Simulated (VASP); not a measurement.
Set up this calculation in VASP 6.6.1, as the native input.

```
Task                   : single point
Functional             : PBE
Potentials or basis    : VASP PAW PBE potentials, release 64 (Hg, Ru_pv)
Cutoff                 : 520 eV
k mesh                 : 8 × 8 × 8
Occupations            : gaussian, width 0.1 eV
Spin                   : no spin polarisation
Dipole correction      : no
Further INCAR settings : ALGO = Fast; EDIFF = 1e-07; NBANDS = 47
```

The structure of Hg2Ru lies in POSCAR:

```
Hg2Ru
1.0
    0.0000000000      3.9028142629      3.9028142629
    3.9028142629      0.0000000000      3.9028142629
    3.9028142629      3.9028142629      0.0000000000
Hg Ru
4 2
Direct
    0.1250000000      0.1250000000      0.1250000000
    0.6250000000      0.1250000000      0.1250000000
    0.1250000000      0.1250000000      0.6250000000
    0.1250000000      0.6250000000      0.1250000000
    0.5000000000      0.5000000000      0.5000000000
    0.7500000000      0.7500000000      0.7500000000
```

One way to write it, as run:

INCAR

```
SYSTEM = Hg2Ru
ALGO = Fast
EDIFF = 1E-7
ENCUT = 520
GGA = PE
ISIF = 2
ISMEAR = 0
LASPH = .TRUE.
LCHARG = .FALSE.
LREAL = .FALSE.
LWAVE = .FALSE.
NBANDS = 47
NELM = 80
PREC = Accurate
SIGMA = 0.1
```

KPOINTS

```
k-points
0
G
  8 8 8
  0 0 0
```

Potentials or basis: VASP PAW PBE potentials, release 64 (Hg, Ru_pv).

Launch:

```sh
$ cat potpaw_PBE.64/Hg/POTCAR potpaw_PBE.64/Ru_pv/POTCAR > POTCAR
$ mpirun -np 1 vasp_std > vasp.out
```

It gave:

```yaml
Pressure: 1.0 GPa
Band_gap_on_the_k_mesh: zero (band 38 reaches 5.15 eV, above the bottom of band 39 at 4.95 eV)
```

Caveat: spin-orbit coupling is left out, which moves the levels of the heavy elements.

Run time: 6.5 min on 1 thread of Oxide Virtual Turin-like Processor (shared host), peak memory 0.3 GiB.
